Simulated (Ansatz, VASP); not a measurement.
# Sn2PdSe5 in VASP and in Ansatz

File INCAR:

```
PREC = Accurate ; ENCUT = 600
EDIFF = 1E-6 ; ISMEAR = 0
SIGMA = 0.15 ; LREAL = Auto
LASPH = True ; NELM = 80
ALGO = Normal ; ISIF = 3
LWAVE = False ; LCHARG = False
GGA = PE ; IBRION = 2
NSW = 36 ; EDIFFG = -0.08
```

KPOINTS

```
regular mesh
0
Gamma
  3 3 1
```

The input POSCAR:

```
Sn2PdSe5
1.0
    2.3500000000     -6.4500000000      0.0000000000
    2.3500000000      6.4500000000      0.0000000000
    0.0000000000      0.0000000000     13.3500000000
Sn Pd Se
4 2 10
Direct
    0.1350000000      0.8650000000      0.9350000000
    0.1350000000      0.8650000000      0.5650000000
    0.8650000000      0.1350000000      0.4350000000
    0.8650000000      0.1350000000      0.0650000000
    0.8100000000      0.1900000000      0.7500000000
    0.1900000000      0.8100000000      0.2500000000
    0.6890000000      0.3110000000      0.9300000000
    0.9520000000      0.0480000000      0.8850000000
    0.6890000000      0.3110000000      0.5700000000
    0.9520000000      0.0480000000      0.6150000000
    0.2350000000      0.7650000000      0.7500000000
    0.3110000000      0.6890000000      0.4300000000
    0.0480000000      0.9520000000      0.3850000000
    0.3110000000      0.6890000000      0.0700000000
    0.0480000000      0.9520000000      0.1150000000
    0.7650000000      0.2350000000      0.2500000000
```

Input for Ansatz:

```yaml
crystal:
  lattice:
    - [2.35, -6.45, 0.0]
    - [2.35, 6.45, 0.0]
    - [0.0, 0.0, 13.35]
  atoms:
    - { symbol: Sn, position: [0.135, 0.865, 0.935] }
    - { symbol: Sn, position: [0.135, 0.865, 0.565] }
    - { symbol: Sn, position: [0.865, 0.135, 0.435] }
    - { symbol: Sn, position: [0.865, 0.135, 0.065] }
    - { symbol: Pd, position: [0.81, 0.19, 0.75] }
    - { symbol: Pd, position: [0.19, 0.81, 0.25] }
    - { symbol: Se, position: [0.689, 0.311, 0.93] }
    - { symbol: Se, position: [0.952, 0.048, 0.885] }
    - { symbol: Se, position: [0.689, 0.311, 0.57] }
    - { symbol: Se, position: [0.952, 0.048, 0.615] }
    - { symbol: Se, position: [0.235, 0.765, 0.75] }
    - { symbol: Se, position: [0.311, 0.689, 0.43] }
    - { symbol: Se, position: [0.048, 0.952, 0.385] }
    - { symbol: Se, position: [0.311, 0.689, 0.07] }
    - { symbol: Se, position: [0.048, 0.952, 0.115] }
    - { symbol: Se, position: [0.765, 0.235, 0.25] }
basis:
  ecutwfc: 420
kpoints:
  mp_grid: { grid: [3, 3, 1] }
hamiltonian:
  xc: pbe
scf:
  occupations: { method: gaussian, width: 0.15 }
  lower_state_search: "off"
output:
  forces: true
  stress: true
  eigenvalues: true
relax:
  adjacent_minimum: "off"
  f_tol: 0.08
  max_steps: 16
  cell: { stress_tol: 0.8 }
```

Alike in both runs: task relaxation of cell and atoms; functional PBE; k mesh 3 × 3 × 1; occupations gaussian, width 0.15 eV; no spin polarisation.

|  | VASP | Ansatz |
| --- | --- | --- |
| version | VASP 6.6.1 | Ansatz 0.2.0 |
| potentials or method | VASP PAW PBE potentials, release 64 (Sn_d, Pd, Se), cutoff 600 eV | scalar-relativistic, plane waves, PAW |
| valence electrons in the cell | 136 | 252 |

Ansatz gave:

```
gap on the k mesh at the Fermi level, each at its own relaxed structure (eV) : none
relaxed volume (Å³/atom)                                                     : 28.38
relaxed cell length with the largest relative difference (Å)                 : 7.243
```

Problem. Which values does VASP return?

Solution. gap on the k mesh at the Fermi level, each at its own relaxed structure (eV): none; relaxed volume (Å³/atom): 28.57; relaxed cell length with the largest relative difference (Å): 7.286.

A gap of «none» marks a metal or a gap that the smearing closes. VASP's potentials hold 136 valence electrons a cell and Ansatz's 252, so a difference there can come from the potentials and not from the codes.

The k mesh is coarse, so the values compare programs but aren't converged.
